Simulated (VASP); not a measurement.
# Cr (Im-3m) in VASP: further runs

Aim: see how the results for Cr move with the level of theory and the settings. Levels: PBE, PBEsol. Tasks: single point.

Everything below comes from runs of VASP 6.6.1. Logs are shortened: lines on timing, memory, paths and dates and some standing lists are left out, and cuts for length are marked.

## Step 1: The cell of the first run

It takes space group Im-3m (No. 229, cubic). The conventional cell has a = 2.969 Å, b = 2.969 Å, c = 2.969 Å, α = 90.00°, β = 90.00°, γ = 90.00°. Within 3.4 Å of Cr (site symmetry m-3m) lie 14 Cr at 2.57 to 2.97 Å.

## Step 2: Single point, PBE, collinear spin, ferromagnetic start

The input, INCAR:

```
PREC = Accurate ; ENCUT = 450
EDIFF = 1E-7 ; ISMEAR = 1
SIGMA = 0.1 ; LREAL = False
LASPH = True ; ALGO = Normal
NELM = 100 ; ISIF = 2
LWAVE = False ; LCHARG = False
ISPIN = 2 ; MAGMOM = 3
LORBIT = 11 ; LMAXMIX = 4
```

The input, KPOINTS:

```
k-points
0
Gamma
  10 10 10
```

The input, POSCAR:

```
Cr
1.0
   -1.4844496776      1.4844496776      1.4844496776
    1.4844496776     -1.4844496776      1.4844496776
    1.4844496776      1.4844496776     -1.4844496776
Cr
1
Direct
    0.0000000000      0.0000000000      0.0000000000
```

Potentials or basis: VASP PAW PBE potentials, release 64 (Cr_pv).

The run is started by

```sh
$ cat potpaw_PBE.64/Cr_pv/POTCAR > POTCAR
$ mpirun -np 1 vasp_std > vasp.out
```

OUTCAR:

```text
PREC = Accurate
   ENCUT = 450
   EDIFF = 1E-7
   ISMEAR = 1
   LREAL = False
   LASPH = True
   NELM = 100
   ISIF = 2
   ISPIN = 2
   LORBIT = 11

 Found     47 irreducible k-points:

 Following reciprocal coordinates:
            Coordinates               Weight
  0.000000  0.000000  0.000000      1.000000
  0.100000  0.000000  0.000000     12.000000
  0.200000  0.000000  0.000000     12.000000
  0.300000  0.000000  0.000000     12.000000
  0.400000  0.000000  0.000000     12.000000
  0.500000  0.000000  0.000000      6.000000
   k-points           NKPTS =     47   k-points in BZ     NKDIM =     47   number of bands    NBANDS=     12
   number of dos      NEDOS =    301   number of ions     NIONS =      1
   total plane-waves  NPLWV =   5832
   dimension x,y,z NGX =    18 NGY =   18 NGZ =   18
   dimension x,y,z NGXF=    36 NGYF=   36 NGZF=   36
   ions per type =               1
   NGX,Y,Z   is equivalent  to a cutoff of  11.64, 11.64, 11.64 a.u.
   NGXF,Y,Z  is equivalent  to a cutoff of  23.28, 23.28, 23.28 a.u.
 SYSTEM =  unknown system
   PREC   = accura    normal or accurate (medium, high low for compatibility)
   ISTART =      0    job   : 0-new  1-cont  2-samecut
   ICHARG =      2    charge: 1-file 2-atom 10-const
   ISPIN  =      2    spin polarized calculation?
   LNONCOLLINEAR =      F non collinear calculations
   LSORBIT =      F    spin-orbit coupling
   LASPH  =      T    aspherical Exc in radial PAW
   ENCUT  =  450.0 eV  33.07 Ry    5.75 a.u.   4.45  4.45  4.45*2*pi/ulx,y,z
   NELM   =    100;   NELMIN=  2; NELMDL= -5     # of ELM steps
   EDIFF  = 0.1E-06   stopping-criterion for ELM
   LREAL  =      F    real-space projection
   EDIFFG = 0.1E-05   stopping-criterion for IOM
   NSW    =      0    number of steps for IOM
   IBRION =     -1    ionic relax: 0-MD 1-quasi-New 2-CG
   NFREE  =      0    steps in history (QN), initial steepest desc. (CG)
   ISIF   =      2    stress and relaxation
   ISYM   =      2    0-nonsym 1-usesym 2-fastsym
   POTIM  = 0.5000    time-step for ionic-motion
   TEBEG  =    0.0;   TEEND  =   0.0 temperature during run

   SCALEE = 1.0000    scale energy and forces
   PSTRESS=    0.0 pullay stress
   NELECT =      12.0000    total number of electrons
   NUPDOWN=      -1.0000    fix difference up-down
   EMIN   =  10.00;   EMAX   =-10.00  energy-range for DOS
   EFERMI =   0.00;   METHOD = LEGACY
   ISMEAR =     1;   SIGMA  =   0.10  broadening in eV -4-tet -1-fermi 0-gaus
   EFERMI_NEDOS =   21; number of points for ismear=-14 and -15
   IALGO  =     38    algorithm
   IMIX   =      4    mixing-type and parameters
     AMIX     =   0.40;   BMIX     =  1.00
     AMIX_MAG =   1.60;   BMIX_MAG =  1.00
  volume/ion in A,a.u.               =      13.08        88.30
  Fermi-wavevector in a.u.,A,eV,Ry     =   1.590559  3.005721 34.421077  2.529878
  Thomas-Fermi vector in A             =   2.689235
   LORBIT       =     11    0 simple, 1 ext, 2 COOP (PROOUT), +10 PAW based schemes
   GGA     = PE    functional components
   LHFCALC =     F    Hartree Fock is set to
   AEXX    =    0.0000 exact exchange contribution
   IVDW    =     0    specifies the selected vdW correction
   LEPSILON=     F    determine dielectric tensor
   LRPA    =     F    only Hartree local field effects (RPA)

   CSHIFT  =0.1000    complex shift for real part using Kramers Kronig

   OMEGAMAX=  -1.0    maximum frequency
 spin polarized calculation
 Methfessel and Paxton  Order N= 1 SIGMA  =   0.10
  energy-cutoff  :      450.00
  volume of cell :       13.08
 maximum number of plane-waves:       321
 NGX is ok and might be reduce to    18
   NGX =  9   NGY =  9   NGZ =  9

 number of electron      12.0000018 magnetization      -0.0001398

 number of electron      12.0000018 magnetization       0.0000166

 Free energy of the ion-electron system (eV)
  ---------------------------------------------------
  ext. energy  EPLUGINS =         0.00000000
  ---------------------------------------------------
  free energy    TOTEN  =        -9.37445807 eV

  energy without entropy =       -9.37460322  energy(sigma->0) =       -9.37450645

 E-fermi :   9.2998     XC(G=0): -12.9703

 val. band max:        9.2720285128   @ k =  -0.2000   0.3000   0.1000
 cond. band min:       9.3336512024   @ k =  -0.3000   0.3000   0.3000
 fundamental gap:      0.0616226897
 Fermi energy:         9.2998420670

 spin component 1

 k-point     1 :       0.0000    0.0000    0.0000
  band No.  band energies     occupation
      1     -33.6297      1.00000
      2     -33.6297      1.00000
      3     -33.6297      1.00000
      4       1.9026      1.00000
      5       8.4896      1.00000
      6       8.4896      1.00000
      7       8.4896      1.00000
      8      10.2330     -0.00000
      9      10.2330     -0.00000
     10      16.2852      0.00000
     11      30.6141      0.00000
     12      30.6141      0.00000

 k-point     2 :       0.1000    0.0000    0.0000
  band No.  band energies     occupation
      1     -33.6890      1.00000
      2     -33.6481      1.00000
      3     -33.6292      1.00000
      4       2.2920      1.00000
      5       8.3540      1.00000
      6       8.4611      1.00000
      7       8.7368      1.00000
      8      10.0968     -0.00000
      9      10.2441     -0.00000
     10      16.2858      0.00000
     11      29.4017      0.00000
     12      30.3559      0.00000

 k-point     3 :       0.2000    0.0000    0.0000
  band No.  band energies     occupation
      1     -33.8444      1.00000
      2     -33.6976      1.00000
      3     -33.6295      1.00000
      4       3.3608      1.00000
      5       8.0124      1.00000
      6       8.3008      1.00000
      7       9.4226     -0.03546
      8       9.9393     -0.00000
      9      10.2858     -0.00000
     10      16.2856      0.00000
     11      26.4227      0.00000
     12      29.0668      0.00000

 k-point     4 :       0.3000    0.0000    0.0000
  band No.  band energies     occupation
      1     -34.0333      1.00000
      2     -33.7586      1.00000
      3     -33.6303      1.00000
      4       4.6791      1.00000
      5       7.6156      1.00000
      6       8.2648      1.00000
      7      10.0221     -0.00000
      8      10.3664     -0.00000
      9      10.3692     -0.00000
     10      16.2845      0.00000
     11      22.7459      0.00000
     12      27.2878      0.00000

 k-point     5 :       0.4000    0.0000    0.0000
  band No.  band energies     occupation
      1     -34.1831      1.00000
      2     -33.8078      1.00000
      3     -33.6311      1.00000
      4       5.3516      1.00000
      5       7.3126      1.00000
      6       9.1928      1.03099
      7      10.1918     -0.00000
      8      10.4571     -0.00000
      9      11.2462     -0.00000
     10      16.2809      0.00000
     11      19.3926      0.00000
     12      25.9614      0.00000

 k-point     6 :       0.5000    0.0000    0.0000
  band No.  band energies     occupation
      1     -34.2391      1.00000
      2     -33.8263      1.00000
      3     -33.6310      1.00000
      4       5.4281      1.00000
      5       7.2007      1.00000
      6      10.1523     -0.00000
      7      10.2089     -0.00000
      8      10.4986     -0.00000
      9      11.6171      0.00000
     10      16.2736      0.00000
     11      17.7969      0.00000
     12      25.4818      0.00000

 [... further k-points ...]

 spin component 2

 k-point     1 :       0.0000    0.0000    0.0000
  band No.  band energies     occupation
      1     -33.6297      1.00000
      2     -33.6297      1.00000
      3     -33.6297      1.00000
      4       1.9026      1.00000
      5       8.4896      1.00000
      6       8.4896      1.00000
      7       8.4896      1.00000
      8      10.2330     -0.00000
      9      10.2330     -0.00000
     10      16.2853      0.00000
     11      30.6141      0.00000
     12      30.6141      0.00000

 k-point     2 :       0.1000    0.0000    0.0000
  band No.  band energies     occupation
      1     -33.6890      1.00000
      2     -33.6481      1.00000
      3     -33.6292      1.00000
      4       2.2921      1.00000
      5       8.3540      1.00000
      6       8.4611      1.00000
      7       8.7369      1.00000
      8      10.0968     -0.00000
      9      10.2441     -0.00000
     10      16.2858      0.00000
     11      29.4017      0.00000
     12      30.3558      0.00000

 k-point     3 :       0.2000    0.0000    0.0000
  band No.  band energies     occupation
      1     -33.8444      1.00000
      2     -33.6976      1.00000
      3     -33.6295      1.00000
      4       3.3608      1.00000
      5       8.0124      1.00000
      6       8.3008      1.00000
      7       9.4227     -0.03546
      8       9.9393     -0.00000
      9      10.2858     -0.00000
     10      16.2856      0.00000
     11      26.4227      0.00000
     12      29.0667      0.00000

 k-point     4 :       0.3000    0.0000    0.0000
  band No.  band energies     occupation
      1     -34.0333      1.00000
      2     -33.7586      1.00000
      3     -33.6303      1.00000
      4       4.6792      1.00000
      5       7.6157      1.00000
      6       8.2648      1.00000
      7      10.0221     -0.00000
      8      10.3664     -0.00000
      9      10.3692     -0.00000
     10      16.2845      0.00000
     11      22.7459      0.00000
     12      27.2878      0.00000

 k-point     5 :       0.4000    0.0000    0.0000
  band No.  band energies     occupation
      1     -34.1831      1.00000
      2     -33.8078      1.00000
      3     -33.6310      1.00000
      4       5.3516      1.00000
      5       7.3126      1.00000
      6       9.1928      1.03099
      7      10.1919     -0.00000
      8      10.4571     -0.00000
      9      11.2462     -0.00000
     10      16.2809      0.00000
     11      19.3926      0.00000
     12      25.9614      0.00000

 k-point     6 :       0.5000    0.0000    0.0000
  band No.  band energies     occupation
      1     -34.2391      1.00000
      2     -33.8263      1.00000
      3     -33.6310      1.00000
      4       5.4281      1.00000
      5       7.2007      1.00000
      6      10.1523     -0.00000
      7      10.2089     -0.00000
      8      10.4986     -0.00000
      9      11.6172      0.00000
     10      16.2736      0.00000
     11      17.7969      0.00000
     12      25.4818      0.00000

 [... further k-points ...]

------------------------ aborting loop because EDIFF is reached ----------------------------------------

  FORCE on cell =-STRESS in cart. coord.  units (eV):
  Direction    XX          YY          ZZ          XY          YZ          ZX
  --------------------------------------------------------------------------------------
  -------------------------------------------------------------------------------------
  Total       -2.0728705     -2.0728705     -2.0728705      0.0000000     -0.0000000     -0.0000000
  in kB     -253.8202768   -253.8202768   -253.8202768      0.0000000     -0.0000000     -0.0000000
  external PRESSURE =    -253.8202768 kB  Pullay stress =       0.0000000 kB

 VOLUME and BASIS-vectors are now :
 -----------------------------------------------------------------------------
  energy-cutoff  :      450.00
  volume of cell :       13.08
      direct lattice vectors                 reciprocal lattice vectors
    -1.484449678  1.484449678  1.484449678     0.000000000  0.336825160  0.336825160
     1.484449678 -1.484449678  1.484449678     0.336825160  0.000000000  0.336825160
     1.484449678  1.484449678 -1.484449678     0.336825160  0.336825160  0.000000000

 POSITION                                       TOTAL-FORCE (eV/Angst)
 -----------------------------------------------------------------------------------
      0.00000      0.00000      0.00000         0.000000     -0.000000      0.000000
 -----------------------------------------------------------------------------------
    total drift:                                0.000000      0.000000      0.000000

  FREE ENERGIE OF THE ION-ELECTRON SYSTEM (eV)
  ---------------------------------------------------
  free  energy   TOTEN  =        -9.3744580705 eV

  energy  without entropy=       -9.3746032237  energy(sigma->0) =       -9.37450645

 total charge

# of ion       s       p       d       tot
------------------------------------------
    1        0.397   6.339   4.073  10.809

 magnetization (x)

# of ion       s       p       d       tot
------------------------------------------
    1        0.000   0.000   0.000   0.000
```

Run time: 8.3 s. Hardware: 1 thread of Intel Xeon Platinum 8488C (Sapphire Rapids), shared host; peak memory 0.12 GiB.

What came out:

```
Free energy                                           : -9.3745 eV
Pressure                                              : -25.4 GPa
Band gap on the k mesh                                : zero (filled and empty bands overlap)
Net moment                                            : 0.00 μB per cell
Valence electrons inside the program's atomic spheres : Cr 10.81
```

Caveat: the cell stands under tension; the moments typed at the start vanished in this run.

## Step 3: Single point, PBEsol, collinear spin, ferromagnetic start (12.30 Å³/atom)

This run uses another cell than the first one, of 12.30 Å³/atom.

The input, INCAR:

```
PREC = Accurate
ENCUT = 520
EDIFF = 1E-6
ISMEAR = -1
SIGMA = 0.05
LREAL = False
LASPH = True
NELM = 150
ALGO = Normal
ISIF = 2
LWAVE = False
LCHARG = False
ISPIN = 2
MAGMOM = 3
LORBIT = 11
LMAXMIX = 4
GGA = PS
NBANDS = 16
```

The input, KPOINTS:

```
regular mesh
0
Gamma
  12 12 12
```

The input, POSCAR:

```
Cr
1.0
   -1.4541462833      1.4541462833      1.4541462833
    1.4541462833     -1.4541462833      1.4541462833
    1.4541462833      1.4541462833     -1.4541462833
Cr
1
Direct
    0.0000000000      0.0000000000      0.0000000000
```

Potentials or basis: VASP PAW PBE potentials, release 64 (Cr_pv).

The run is started by

```sh
$ cat potpaw_PBE.64/Cr_pv/POTCAR > POTCAR
$ mpirun -np 1 vasp_std > vasp.out
```

It took 20 s on 1 thread of Intel Xeon Platinum 8259CL at 2.50GHz (Skylake/Cascade Lake), shared host; peak memory 0.14 GiB.

It converged, with:

- Free energy: -10.1549 eV
- Pressure: -23.4 GPa
- Band gap on the k mesh: zero (filled and empty bands overlap)
- Net moment: 0.00 μB per cell
- Valence electrons inside the program's atomic spheres: Cr 10.93

Levels at points of the mesh, in eV from the Fermi level:
Spin up:
| k point | band 4 | band 5 | band 6 | band 7 | band 8 | band 9 |
| --- | --- | --- | --- | --- | --- | --- |
| (0.00, 0.00, 0.00) | -7.62 | -0.79 | -0.79 | -0.79 | 1.07 | 1.07 |
| (0.50, 0.00, 0.00) | -4.11 | -2.21 | 0.99 | 1.07 | 1.37 | 2.66 |
| (0.50, 0.50, 0.50) | -3.94 | -3.94 | 2.30 | 2.30 | 2.30 | 7.10 |
Spin down:
| k point | band 2 | band 3 | band 4 | band 5 | band 6 | band 7 | band 8 | band 9 | band 10 | band 11 |
| --- | --- | --- | --- | --- | --- | --- | --- | --- | --- | --- |
| (0.00, 0.00, 0.00) | -42.62 | -42.62 | -7.62 | -0.79 | -0.79 | -0.79 | 1.07 | 1.07 | 7.11 | 21.83 |
| (0.50, 0.00, 0.00) | -42.86 | -42.62 | -4.11 | -2.21 | 0.99 | 1.07 | 1.38 | 2.66 | 7.10 | 9.22 |
| (0.50, 0.50, 0.50) | -43.14 | -43.14 | -3.94 | -3.94 | 2.30 | 2.30 | 2.30 | 7.10 | 10.05 | 10.05 |

Caveat: the cell stands under tension; an empty level that is flat over the whole mesh can mark a ghost state of the potentials, or a narrow d or f band; the moments typed at the start vanished in this run; the PAW data sets were made with another functional, which shifts forces and pressure a little.

The gap in the log of VASP goes by the Fermi energy; the results here count the filled bands.